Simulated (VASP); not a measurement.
## Sn: single point with LDA

The system is Sn.

```
CELL_PARAMETERS angstrom
-2.56408 2.56408 1.38648
2.56408 -2.56408 1.38648
2.56408 2.56408 -1.38648
ATOMIC_POSITIONS crystal
Sn 0.62500 0.87500 0.75000
Sn 0.37500 0.12500 0.25000
```

```yaml
Program: VASP 6.6.1
Task: single point
Functional: LDA
Potentials_or_basis: VASP PAW LDA potentials, release 64 (Sn_d)
Cutoff: 520 eV
k_mesh: 15 × 15 × 15
Occupations: fermi-dirac, width 0.08 eV
Spin: no spin polarisation
Dipole_correction: no
Further_INCAR_settings: ALGO = Normal; EDIFF = 1e-06; NBANDS = 21
```

* Pressure: 52.4 GPa
* Band gap on the k mesh: zero (band 14 reaches 15.98 eV, above the bottom of band 15 at 9.29 eV)

Stress tensor (GPa, compression positive):
```
52.41  0.00  0.00
 0.00 52.41  0.00
 0.00  0.00 52.50
```

Levels at points of the mesh, in eV from the Fermi level:
```tsv
k point	band 12	band 13	band 14	band 15	band 16	band 17
(0.00, 0.00, 0.00)	-3.42	-3.42	-2.50	2.31	7.97	7.97
```

Run time: 3.3 min on 1 thread of Intel Xeon 6975P-C (shared host), peak memory 0.28 GiB.

Caveat: spin-orbit coupling is left out, which moves the levels of the heavy elements.
